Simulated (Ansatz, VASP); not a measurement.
## In: VASP beside Ansatz

INCAR

```
  PREC = Accurate
  ENCUT = 520
  EDIFF = 1E-7
  ISMEAR = -1
  SIGMA = 0.1
  LREAL = False
  LASPH = True
  NELM = 60
  ALGO = Normal
  ISIF = 2
  LWAVE = False
  LCHARG = False
  GGA = PS
  NBANDS = 20
```

Contents of KPOINTS:

```
Automatic mesh
0
Gamma
  13 13 12
```

POSCAR

```
In
1.0
   -3.9960007616      3.9690007660      1.6379366684
    3.9690007660     -3.9960007616      1.6379366684
    2.2123708437      2.2123708437     -1.6873872099
In
2
Direct
    0.9993221845      0.0006778155      1.0000000000
    0.7506778155      0.2493221845      0.5000000000
```

Input for Ansatz:

```yaml
crystal:
  lattice:
    - [-3.9960007616, 3.969000766, 1.6379366684]
    - [3.969000766, -3.9960007616, 1.6379366684]
    - [2.2123708437, 2.2123708437, -1.6873872099]
  atoms:
    - { symbol: In, position: [0.9993221845, 0.0006778155, 1.0] }
    - { symbol: In, position: [0.7506778155, 0.2493221845, 0.5] }
hamiltonian:
  xc: pbesol
  pseudopotentials:
    kind: paw
    azcp:
      In: "pseudopotentials/In.paw.azcp"
basis:
  ecutwfc: 420
  fft_grid_basis: typed
kpoints:
  mp_grid: { grid: [13, 13, 12], shift: [0, 0, 0] }
magnetization:
  spin_polarized: false
scf:
  occupations: { method: fermi_dirac, width: 0.1 }
  lower_state_search: "off"
output:
  stress: true
```

Alike in both runs: task single point; functional PBEsol; k mesh 13 × 13 × 12; occupations fermi-dirac, width 0.1 eV; no spin polarisation.

```csv
,VASP,Ansatz
version,VASP 6.6.1,Ansatz 0.2.0
potentials or method,"VASP PAW PBE potentials, release 64 (In_d), cutoff 520 eV","plane waves (420 eV) with PAW, scalar-relativistic"
valence electrons in the cell,26,26
```

```csv
,VASP,Ansatz,Ansatz less VASP
pressure (GPa),-3.8,-3.7,+0.04
"traceless stress, the component that is largest in VASP (GPa)",-0.26,-0.26,-0.001
```

VASP's potentials were made for PBE, not for PBEsol, and Ansatz warns of the same on its side.
